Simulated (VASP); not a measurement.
Input of a VASP 6.6.1 run:

File INCAR:

```
PREC     = Accurate       # precision mode
ENCUT    = 520            # plane-wave cutoff, eV
EDIFF    = 1E-7           # SCF threshold, eV
ISMEAR   = 0              # smearing method
SIGMA    = 0.05           # smearing width, eV
LREAL    = F              # projectors in reciprocal space
LASPH    = T              # aspherical terms in the spheres
NELM     = 100            # most SCF steps
ALGO     = Normal         # electronic algorithm
ISIF     = 2              # what is computed and relaxed
LWAVE    = F              # write WAVECAR
LCHARG   = T              # write CHGCAR
GGA      = PS             # functional
LELF     = T              # ELF
LVHAR    = T            
NBANDS   = 31             # bands
```

The input KPOINTS:

```
Automatic mesh
0
Gamma
  6 6 6
```

POSCAR

```
HfO2
1.0
    0.0000000000     -2.5220673945     -2.5220673945
    0.0000000000      2.5220673945     -2.5220673945
    5.0441347890      0.0000000000      0.0000000000
Hf O
2 4
Direct
    0.0095953027     -0.0095953027      0.0000000000
    0.4904046973      0.5095953027      0.5000000000
   -0.0003817119      0.4996182881      0.7339813955
    0.5003817119      0.0003817119      0.2660186045
   -0.0003817119      0.4996182881      0.2339813955
    0.5003817119      0.0003817119      0.7660186045
```

Potentials or basis: VASP PAW PBE potentials, release 64 (Hf_pv, O).

Run with:

```console
$ cat potpaw_PBE.64/Hf_pv/POTCAR potpaw_PBE.64/O/POTCAR > POTCAR
$ mpirun -np 1 vasp_std > vasp.out
```

Question: What does it give for the band gap on the k mesh?

Answer: 3.90 eV.

Question: Estimate the pressure.

Answer: -2.9 GPa.

Question: What does it give for the largest force?

Answer: 0.326 eV/Å.

Stress tensor (GPa, compression positive):
```
-1.93  0.00  1.02
 0.00 -3.27  0.00
 1.02  0.00 -3.42
```

Caveat: the cell differs from its parent crystal (mode 1 frozen in at -0.081 Å and mode 5 at -0.048 Å (largest displacements)); the PAW data sets were made with another functional, which shifts forces and pressure a little; spin-orbit coupling is left out, which moves the levels of the heavy elements. A k mesh can miss the band edges.
